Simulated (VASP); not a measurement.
# Ga6HN6 (a cell with a defect) in VASP: notebook, part 2 of 2

VASP 6.6.1. Earlier steps stand in the parts before.

## Step 4: Single point, PBE

INCAR reads:

```
SYSTEM = Ga6HN6
PREC = Accurate
ENCUT = 520
EDIFF = 1E-6
ISMEAR = 0
SIGMA = 0.02
LREAL = .False.
LASPH = .True.
NELM = 60
ALGO = Normal
ISIF = 2
LWAVE = .False.
LCHARG = .False.
GGA = PE
NBANDS = 66
NELECT = 108.0
```

KPOINTS reads:

```
Automatic mesh
0
Gamma
  3 3 3
  0 0 0
```

POSCAR reads:

```
Ga6HN6
1.0
    0.0000000000      0.0000000000     -5.2431684262
    4.8275562260      2.7871908866      0.0000000000
    0.0000000001     -5.5743817732      0.0000000000
Ga N H
6 6 1
Direct
    0.4807095243      0.6532742142      0.6318693408
    0.4976334514      0.3256038721     -0.0021446064
    0.4973141788      1.0157288223      0.3552060475
    0.0023161568      0.3352248890      0.3381508178
    0.0048201770      0.0043945630      0.6714723961
    0.0231705317      0.6691420770      0.0088680146
    0.1192732999      0.6686273238      0.6701805035
    0.1293300052      0.3373941025      0.0061299654
    0.1277879987      1.0057979178      0.3421238207
    0.6282825063      0.3336522507      0.3271845357
    0.6284551119      0.0022214138      0.6746711397
    0.6396307971      0.7023269831      0.0026172170
    0.6806023972     -0.1398689043     -0.0433878312
```

Potentials or basis: VASP PAW PBE potentials, release 64 (Ga_d, N, H).

Started as:

```bash
cat potpaw_PBE.64/Ga_d/POTCAR potpaw_PBE.64/N/POTCAR potpaw_PBE.64/H/POTCAR > POTCAR
mpirun -np 1 vasp_std > vasp.out
```

OUTCAR:

```text
SYSTEM = Ga6HN6
   PREC = Accurate
   ENCUT = 520
   EDIFF = 1E-6
   ISMEAR = 0
   LREAL = .False.
   LASPH = .True.
   NELM = 60
   ISIF = 2
   GGA = PE
   NELECT = 108.0

 ion  position               nearest neighbor table
   1  0.481  0.653  0.632-  13 1.90   7 1.90  10 1.91  11 1.99  12 2.12
   2  0.498  0.326  0.998-  11 1.93   8 1.93  10 1.94  12 2.22
   3  0.497  0.016  0.355-   9 1.94  11 1.95  10 1.98  12 2.01
   4  0.002  0.335  0.338-   7 1.95   9 1.96  10 1.96   8 1.97
   5  0.005  0.004  0.671-   9 1.95   7 1.96   8 1.97  11 1.97
   6  0.023  0.669  0.009-   8 1.92   9 1.95   7 1.95  12 2.02
   7  0.119  0.669  0.670-   1 1.90   6 1.95   4 1.95   5 1.96
   8  0.129  0.337  0.006-   6 1.92   2 1.93   5 1.97   4 1.97
   9  0.128  0.006  0.342-   3 1.94   6 1.95   5 1.95   4 1.96
  10  0.628  0.334  0.327-   1 1.91   2 1.94   4 1.96   3 1.98
  11  0.628  0.002  0.675-   2 1.93   3 1.95   5 1.97   1 1.99
  12  0.640  0.702  0.003-  13 1.05   3 2.01   6 2.02   1 2.12   2 2.22
  13  0.681  0.860  0.957-  12 1.05   1 1.90

  LATTYP: Found a hexagonal cell.
 ALAT       =     5.5743817732
 C/A-ratio  =     0.9405829453

  Lattice vectors:

 A1 = (   4.8275562260,   2.7871908866,   0.0000000000)
 A2 = (   0.0000000001,  -5.5743817732,   0.0000000000)
 A3 = (   0.0000000000,   0.0000000000,  -5.2431684262)

Analysis of symmetry for initial positions (statically):
=====================================================================
 Subroutine PRICEL returns:
 Original cell was already a primitive cell.

 Routine SETGRP: Setting up the symmetry group for a
 hexagonal supercell.

 Subroutine GETGRP returns: Found  1 space group operations
 (whereof  1 operations were pure point group operations)
 out of a pool of 24 trial point group operations.

The static configuration has the point symmetry C_1 .

[... 152 lines left out ...]
   LEPSILON=     F    determine dielectric tensor
   LRPA    =     F    only Hartree local field effects (RPA)
 non-spin polarized calculation
 Gauss-broadening in eV      SIGMA  =   0.02
  energy-cutoff  :      520.00
  volume of cell :      141.10
 maximum number of plane-waves:      3817
 NGX is ok and might be reduce to    40
   NGX = 19   NGY = 21   NGZ = 21

 number of electron     108.0000010 magnetization

 Free energy of the ion-electron system (eV)
  ---------------------------------------------------
  ext. energy  EPLUGINS =         0.00000000
  ---------------------------------------------------
  free energy    TOTEN  =       -81.47965722 eV

  energy without entropy =      -81.47965722  energy(sigma->0) =      -81.47965722

 E-fermi :   5.2024     XC(G=0): -11.4980

 val. band max:        5.0773167360   @ k =   0.0000   0.0000   0.0000
 cond. band min:       6.6886513635   @ k =   0.0000   0.0000   0.0000
 fundamental gap:      1.6113346274
 Fermi energy:         5.2024213718

 k-point     1 :       0.0000    0.0000    0.0000
  band No.  band energies     occupation
      1     -11.3511      2.00000
      2     -10.2682      2.00000
      3      -9.9091      2.00000
      4      -9.8484      2.00000
      5      -9.7223      2.00000
      6      -9.6334      2.00000
[... 955 lines left out ...]
     65      13.1254      0.00000
     66      13.3851      0.00000

------------------------ aborting loop because EDIFF is reached ----------------------------------------

  FORCE on cell =-STRESS in cart. coord.  units (eV):
  Direction    XX          YY          ZZ          XY          YZ          ZX
  --------------------------------------------------------------------------------------
  -------------------------------------------------------------------------------------
  Total       -7.4892513     -6.3012173     -4.8127570     -2.7628002      1.1671399      0.7651589
  in kB      -85.0415421    -71.5512425    -54.6495590    -31.3720000     13.2530445      8.6884914
  external PRESSURE =     -70.4141145 kB  Pullay stress =       0.0000000 kB

 VOLUME and BASIS-vectors are now :
 -----------------------------------------------------------------------------
  energy-cutoff  :      520.00
  volume of cell :      141.10
      direct lattice vectors                 reciprocal lattice vectors
     0.000000000  0.000000000 -5.243168426     0.000000000  0.000000000 -0.190724371
     4.827556226  2.787190887  0.000000000     0.207144144  0.000000000  0.000000000
     0.000000000 -5.574381773  0.000000000     0.103572072 -0.179392091  0.000000000

 POSITION                                       TOTAL-FORCE (eV/Angst)
 -----------------------------------------------------------------------------------
      3.15372     -1.70148     -2.52044         0.130432      0.112178     -0.019320
      1.57187     -4.65491     -2.60918        -0.093986      0.015722      0.044643
      0.07593     -1.93621     -2.60750         0.074241      0.026985      0.068470
      1.61832     -0.95065     -0.01214         0.024207      0.014875     -0.008735
      0.02122     -3.73080     -0.02527        -0.007510      0.049399      0.045221
      3.23032      1.81559     -0.12149        -0.031832     -0.002183     -0.092532
      3.22784     -1.87225     -0.62537         0.018534      0.032593     -0.027689
      1.62879      0.90621     -0.67810        -0.022044      0.026134      0.001196
      0.02799     -1.89097     -0.67001         0.011476      0.030248      0.019169
      1.61073     -0.89390     -3.29419         0.048361      0.061694      0.015559
      0.01072     -3.75468     -3.29510         0.045652      0.207708      0.042658
      3.39052      1.94293     -3.35369        -0.128972     -0.161053      0.046875
      4.15233     -2.93517     -3.56851        -0.068560     -0.414300     -0.135515
 -----------------------------------------------------------------------------------
    total drift:                                0.000498      0.000742     -0.000863

  FREE ENERGIE OF THE ION-ELECTRON SYSTEM (eV)
  ---------------------------------------------------
  free  energy   TOTEN  =       -81.4796572243 eV

  energy  without entropy=      -81.4796572243  energy(sigma->0) =      -81.47965722
```

Run time: 5.3 min. Hardware: 1 thread of Intel Xeon 8259CL, shared host; peak memory 0.3 GiB.

What came out:

| Property | Result |
| --- | --- |
| Free energy | -81.4797 eV |
| Largest force | 0.441 eV/Å |

Forces on the atoms (eV/Å):
```
Ga   0.130  0.112 -0.019
Ga  -0.094  0.016  0.045
Ga   0.074  0.027  0.068
Ga   0.024  0.015 -0.009
Ga  -0.008  0.049  0.045
Ga  -0.032 -0.002 -0.093
N    0.019  0.033 -0.028
N   -0.022  0.026  0.001
N    0.011  0.030  0.019
N    0.048  0.062  0.016
N    0.046  0.208  0.043
N   -0.129 -0.161  0.047
H   -0.069 -0.414 -0.136
```

Caveat: the k points lie up to 0.43 Å⁻¹ apart; the cell carries a net charge on a neutralising background, which shifts energy and pressure; the cell is charged against a uniform background, so pressure and absolute levels hang on convention.

## Step 5: Single point, PBE

INCAR reads:

```
SYSTEM = Ga6HN6
PREC = Accurate ; ENCUT = 520
EDIFF = 1E-6 ; ISMEAR = 0
SIGMA = 0.02 ; LREAL = .False.
LASPH = .True. ; NELM = 100
ALGO = Normal ; ISIF = 2
LWAVE = .False. ; LCHARG = .False.
GGA = PE ; NBANDS = 66
NELECT = 108.0
```

KPOINTS reads:

```
regular mesh
0
Gamma
  3 3 3
  0 0 0
```

POSCAR reads:

```
Ga6HN6
1.0
    0.0000000000      0.0000000000     -5.2431684262
    4.8275562260      2.7871908866      0.0000000000
    0.0000000001     -5.5743817732      0.0000000000
Ga N H
6 6 1
Direct
    0.4756684885      0.6406622430      0.6320986090
    0.4998323126      0.3349564302      0.0025941011
    0.5015242285      1.0092263605      0.3524117282
    0.0027454773      0.3349456587      0.3378176386
    0.0101907846      0.0060167088      0.6737177087
    0.0173431392      0.6727702067      0.0091450480
    0.1180982470      0.6679588697      0.6700500658
    0.1301455426      0.3417714725      0.0080761124
    0.1302536834      1.0060846053      0.3433673761
    0.6295037145      0.3315944807      0.3292428092
    0.6323100329     -0.0003024305      0.6873600023
    0.6407305139      0.7126808760     -0.0035721194
    0.6709799713     -0.1276173640     -0.0767654551
```

Started as:

```bash
cat potpaw_PBE.64/Ga_d/POTCAR potpaw_PBE.64/N/POTCAR potpaw_PBE.64/H/POTCAR > POTCAR
mpirun -np 1 vasp_std > vasp.out
```

Run time: 5.6 min. Hardware: 1 thread of Intel Xeon 8259CL, shared host; peak memory 0.3 GiB.

The run converged. Its results:

```
Free energy   : -81.0844 eV
Largest force : 2.040 eV/Å
```

Forces on the atoms (eV/Å):
```
Ga   0.276  0.403  0.007
Ga  -0.393  0.002  0.104
Ga   0.197 -0.170  0.025
Ga   0.009 -0.018 -0.020
Ga  -0.018  0.061  0.145
Ga   0.014  0.000 -0.194
N    0.015  0.024 -0.035
N    0.014  0.032  0.006
N    0.008  0.045 -0.002
N    0.115  0.187  0.019
N    0.159  0.898  0.220
N    0.490  0.368 -0.158
H   -0.886 -1.834 -0.116
```

Levels at points of the mesh, in eV from the Fermi level:
| k point | band 50 | band 51 | band 52 | band 53 | band 54 | band 55 | band 56 | band 57 | band 58 | band 59 |
| --- | --- | --- | --- | --- | --- | --- | --- | --- | --- | --- |
| (0.00, 0.00, 0.00) | -1.34 | -1.23 | -0.37 | -0.31 | -0.14 | 1.35 | 3.59 | 4.74 | 4.83 | 6.23 |

Caveat: the k points lie up to 0.43 Å⁻¹ apart; the cell carries a net charge on a neutralising background, which shifts energy and pressure; the cell is charged against a uniform background, so pressure and absolute levels hang on convention.
